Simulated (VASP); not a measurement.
# Co (Fm-3m) in VASP: a series of runs, part 2 of 2

VASP 6.6.1. The steps go on from the part before.

## 3. Single point, PBE, collinear spin, ferromagnetic start

This run uses another cell than the first one, of 11.28 Å³/atom, 1.020 times its volume.

Contents of INCAR:

```
  PREC = Accurate
  ENCUT = 520
  EDIFF = 1E-6
  ISMEAR = -1
  SIGMA = 0.05
  LREAL = F
  LASPH = T
  NELM = 150
  ALGO = Fast
  ISIF = 2
  LWAVE = F
  LCHARG = F
  ISPIN = 2
  MAGMOM = 2
  LORBIT = 11
  LMAXMIX = 4
  GGA = PE
  NBANDS = 14
```

Contents of KPOINTS:

```
Automatic mesh
0
Gamma
  13 13 13
```

Contents of POSCAR:

```
Co
1.0
    0.0000000000      1.7797737970      1.7797737970
    1.7797737970      0.0000000000      1.7797737970
    1.7797737970      1.7797737970      0.0000000000
Co
1
Direct
    0.0000000000      0.0000000000      0.0000000000
```

Potentials or basis: VASP PAW PBE potentials, release 64 (Co).

Run with:

```bash
> cat potpaw_PBE.64/Co/POTCAR > POTCAR
> mpirun -np 1 vasp_std > vasp.out
```

OUTCAR:

```text
PREC = Accurate
   ENCUT = 520
   EDIFF = 1E-6
   ISMEAR = -1
   LREAL = F
   LASPH = T
   NELM = 150
   ISIF = 2
   ISPIN = 2
   LORBIT = 11
   GGA = PE

 ion  position               nearest neighbor table
   1  0.000  0.000  0.000-

  LATTYP: Found a face centered cubic cell.
 ALAT       =     3.5595475940

  Lattice vectors:

 A1 = (   0.0000000000,   1.7797737970,   1.7797737970)
 A2 = (   1.7797737970,   0.0000000000,   1.7797737970)
 A3 = (   1.7797737970,   1.7797737970,   0.0000000000)

Analysis of symmetry for initial positions (statically):
=====================================================================
 Subroutine PRICEL returns:
 Original cell was already a primitive cell.

 Routine SETGRP: Setting up the symmetry group for a
 face centered cubic supercell.

 Subroutine GETGRP returns: Found 48 space group operations
 (whereof 48 operations were pure point group operations)
 out of a pool of 48 trial point group operations.

The static configuration has the point symmetry O_h .

Analysis of symmetry for dynamics (positions and initial velocities):
=====================================================================
 Subroutine PRICEL returns:
 Original cell was already a primitive cell.

 Routine SETGRP: Setting up the symmetry group for a
 face centered cubic supercell.

 Subroutine GETGRP returns: Found 48 space group operations
 (whereof 48 operations were pure point group operations)
 out of a pool of 48 trial point group operations.

The dynamic configuration has the point symmetry O_h .

Analysis of structural, dynamic, and magnetic symmetry:
=====================================================================
 Subroutine PRICEL returns:
 Original cell was already a primitive cell.

 Routine SETGRP: Setting up the symmetry group for a
 face centered cubic supercell.

 Subroutine GETGRP returns: Found 48 space group operations
 (whereof 48 operations were pure point group operations)
 out of a pool of 48 trial point group operations.

The overall configuration has the point symmetry O_h .

 Subroutine INISYM returns: Found 48 space group operations
 (whereof 48 operations are pure point group operations),
 and found     1 'primitive' translations

----------------------------------------------------------------------------------------

                                     Primitive cell

  volume of cell :      11.2752

  direct lattice vectors                    reciprocal lattice vectors
     0.000000000  1.779773797  1.779773797    -0.280934578  0.280934578  0.280934578
     1.779773797  0.000000000  1.779773797     0.280934578 -0.280934578  0.280934578
     1.779773797  1.779773797  0.000000000     0.280934578  0.280934578 -0.280934578

  length of vectors
     2.516980242  2.516980242  2.516980242     0.486592962  0.486592962  0.486592962

  position of ions in fractional coordinates (direct lattice)
     0.000000000  0.000000000  0.000000000

  ion indices of the primitive-cell ions
   primitive index   ion index
                 1           1

----------------------------------------------------------------------------------------

 KPOINTS: Automatic mesh

Automatic generation of k-mesh.
 Grid dimensions read from file:
 generate k-points for:   13   13   13

 Generating k-lattice:

  Cartesian coordinates                     Fractional coordinates (reciprocal lattice)
    -0.021610352  0.021610352  0.021610352     0.076923077  0.000000000  0.000000000
     0.021610352 -0.021610352  0.021610352     0.000000000  0.076923077  0.000000000
     0.021610352  0.021610352 -0.021610352     0.000000000  0.000000000  0.076923077
[... 66 lines left out ...]
   TEBEG  =    0.0;   TEEND  =   0.0 temperature during run
   PSTRESS=    0.0 pullay stress
   NELECT =       9.0000    total number of electrons
   NUPDOWN=      -1.0000    fix difference up-down
   EMIN   =  10.00;   EMAX   =-10.00  energy-range for DOS
   EFERMI =   0.00;   METHOD = LEGACY
   ISMEAR =    -1;   SIGMA  =   0.05  broadening in eV -4-tet -1-fermi 0-gaus
   EFERMI_NEDOS =   21; number of points for ismear=-14 and -15
   IALGO  =     68    algorithm
   IMIX   =      4    mixing-type and parameters
     AMIX     =   0.40;   BMIX     =  1.00
     AMIX_MAG =   1.60;   BMIX_MAG =  1.00
  volume/ion in A,a.u.               =      11.28        76.09
  Fermi-wavevector in a.u.,A,eV,Ry     =   1.518614  2.869765 31.377618  2.306190
  Thomas-Fermi vector in A             =   2.627711
   LORBIT       =     11    0 simple, 1 ext, 2 COOP (PROOUT), +10 PAW based schemes
   GGA     = PE    functional components
   LHFCALC =     F    Hartree Fock is set to
   AEXX    =    0.0000 exact exchange contribution
   IVDW    =     0    specifies the selected vdW correction
   LEPSILON=     F    determine dielectric tensor
   LRPA    =     F    only Hartree local field effects (RPA)
 spin polarized calculation
 RMM-DIIS sequential band-by-band and
  energy-cutoff  :      520.00
  volume of cell :       11.28
 maximum number of plane-waves:       316
   NGX =  9   NGY =  9   NGZ =  9

 number of electron       9.0000005 magnetization       1.6390126

 Free energy of the ion-electron system (eV)
  ---------------------------------------------------
  ext. energy  EPLUGINS =         0.00000000
  ---------------------------------------------------
  free energy    TOTEN  =        -7.01824643 eV

  energy without entropy =       -7.00930003  energy(sigma->0) =       -7.01377323

 E-fermi :   9.8284     XC(G=0): -13.1798

 val. band max:        9.8187485741   @ k =  -0.2308   0.2308   0.0000
 cond. band min:       9.8643566697   @ k =  -0.1538   0.0769   0.0000
 fundamental gap:      0.0456080957
 Fermi energy:         9.8284218716

 spin component 1

 k-point     1 :       0.0000    0.0000    0.0000
  band No.  band energies     occupation
      1       1.0294      1.00000
      2       7.1638      1.00000
      3       7.1638      1.00000
      4       7.1638      1.00000
      5       8.1285      1.00000
      6       8.1285      1.00000
      7      32.5304      0.00000
      8      36.5865      0.00000
      9      36.5865      0.00000
     10      36.5865      0.00000
     11      39.6291      0.00000
     12      39.6291      0.00000
     13      39.6291      0.00000
     14      42.3552      0.00000
[... 379 lines left out ...]
      3       7.2517      1.00000
      4       7.4454      1.00000
      5       9.0040      1.00000
      6      10.5928      0.00000
      7      17.7410      0.00000
      8      28.1478      0.00000
      9      29.8946      0.00000
     10      31.9301      0.00000
     11      41.3925      0.00000
     12      41.6934      0.00000
     13      44.7563      0.00000
     14      47.4863      0.00000

 [... further k-points ...]

 spin component 2

 k-point     1 :       0.0000    0.0000    0.0000
  band No.  band energies     occupation
      1       1.0367      1.00000
      2       8.7357      1.00000
      3       8.7357      1.00000
      4       8.7357      1.00000
      5      10.1242      0.00269
      6      10.1242      0.00269
      7      32.2019      0.00000
      8      36.7430      0.00000
      9      36.7430      0.00000
     10      36.7430      0.00000
     11      39.9158      0.00000
     12      39.9158      0.00000
     13      39.9158      0.00000
     14      41.9289      0.00000
[... 379 lines left out ...]
      3       8.5756      1.00000
      4       9.1883      1.00000
      5      10.9229      0.00000
      6      11.8165      0.00000
      7      18.4212      0.00000
      8      28.3216      0.00000
      9      30.2136      0.00000
     10      32.1256      0.00000
     11      41.4584      0.00000
     12      41.8907      0.00000
     13      45.0477      0.00000
     14      48.1040      0.00000

 [... further k-points ...]
[... 5 lines left out ...]
  --------------------------------------------------------------------------------------
  -------------------------------------------------------------------------------------
  Total       -0.5247047     -0.5247047     -0.5247047     -0.0000000     -0.0000000      0.0000000
  in kB      -74.5591726    -74.5591726    -74.5591726     -0.0000000     -0.0000000      0.0000000
  external PRESSURE =     -74.5591726 kB  Pullay stress =       0.0000000 kB

 VOLUME and BASIS-vectors are now :
 -----------------------------------------------------------------------------
  energy-cutoff  :      520.00
  volume of cell :       11.28
      direct lattice vectors                 reciprocal lattice vectors
     0.000000000  1.779773797  1.779773797    -0.280934578  0.280934578  0.280934578
     1.779773797  0.000000000  1.779773797     0.280934578 -0.280934578  0.280934578
     1.779773797  1.779773797  0.000000000     0.280934578  0.280934578 -0.280934578

 POSITION                                       TOTAL-FORCE (eV/Angst)
 -----------------------------------------------------------------------------------
      0.00000      0.00000      0.00000         0.000000     -0.000000     -0.000000
 -----------------------------------------------------------------------------------
    total drift:                                0.000000      0.000000      0.000000

  FREE ENERGIE OF THE ION-ELECTRON SYSTEM (eV)
  ---------------------------------------------------
  free  energy   TOTEN  =        -7.0182464286 eV

  energy  without entropy=       -7.0093000349  energy(sigma->0) =       -7.01377323

 total charge

# of ion       s       p       d       tot
------------------------------------------
    1        0.474   0.490   7.236   8.200

 magnetization (x)

# of ion       s       p       d       tot
------------------------------------------
    1       -0.013  -0.047   1.724   1.664
```

stdout:

```text
POSCAR found type information on POSCAR Co
 POSCAR found :  1 types and       1 ions
 scaLAPACK will be used
 LDA part: xc-table for (Slater+PW92), standard interpolation
 POSCAR, INCAR and KPOINTS ok, starting setup
 FFT: planning ... GRIDC
 FFT: planning ... GRID_SOFT
 FFT: planning ... GRID
 WAVECAR not read
 entering main loop
WARNING in EDDRMM: call to ZHEGV failed, returncode =   6  3     11
WARNING in EDDRMM: call to ZHEGV failed, returncode =   8  4     12
WARNING in EDDRMM: call to ZHEGV failed, returncode =   6  3     12
```

Wall time 51 s (1 thread of Intel Xeon 8259CL, shared host); peak memory 0.15 GiB.

What came out:

- Free energy: -7.0182 eV
- Pressure: -7.5 GPa
- Net moment: 1.64 μB per cell
- Site moments: Co +1.66 μB
- Valence electrons inside the program's atomic spheres: Co 8.20

Levels at points of the mesh, in eV from the Fermi level:
Spin up:
```tsv
k point	band 2	band 3	band 4	band 5	band 6	band 7	band 8	band 9
(0.00, 0.00, 0.00)	-2.66	-2.66	-2.66	-1.70	-1.70	22.70	26.76	26.76
```
Spin down:
| k point | band 1 | band 2 | band 3 | band 4 | band 5 | band 6 | band 7 | band 8 |
| --- | --- | --- | --- | --- | --- | --- | --- | --- |
| (0.00, 0.00, 0.00) | -8.79 | -1.09 | -1.09 | -1.09 | 0.30 | 0.30 | 22.37 | 26.91 |
